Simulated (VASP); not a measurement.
Here is a VASP 6.6.1 calculation.

Contents of INCAR:

```
PREC = Accurate
ENCUT = 520
EDIFF = 1E-6
ISMEAR = 0
SIGMA = 0.15
LREAL = F
LASPH = T
NELM = 80
ALGO = Fast
ISIF = 2
LWAVE = F
LCHARG = F
GGA = PS
NBANDS = 11
```

KPOINTS

```
Automatic mesh
0
Gamma
  22 22 22
```

POSCAR

```
Pt
1.0
   -1.5809925399      1.5809925399      1.5809925399
    1.5809925399     -1.5809925399      1.5809925399
    1.5809925399      1.5809925399     -1.5809925399
Pt
1
Direct
    0.0000000000      0.0000000000      0.0000000000
```

Potentials or basis: VASP PAW PBE potentials, release 64 (Pt).

Launch:

```console
$ cat potpaw_PBE.64/Pt/POTCAR > POTCAR
$ mpirun -np 1 vasp_std > vasp.out
```

Q: What does it give for the band gap on the k mesh?

A: Zero (bands 5 and 6 overlap by 2.13 eV).

Q: Estimate the pressure.

A: -10.0 GPa.

Caveat: the cell stands under tension; the PAW data sets were made with another functional, which shifts forces and pressure a little; spin-orbit coupling is left out, which moves the levels of the heavy elements.
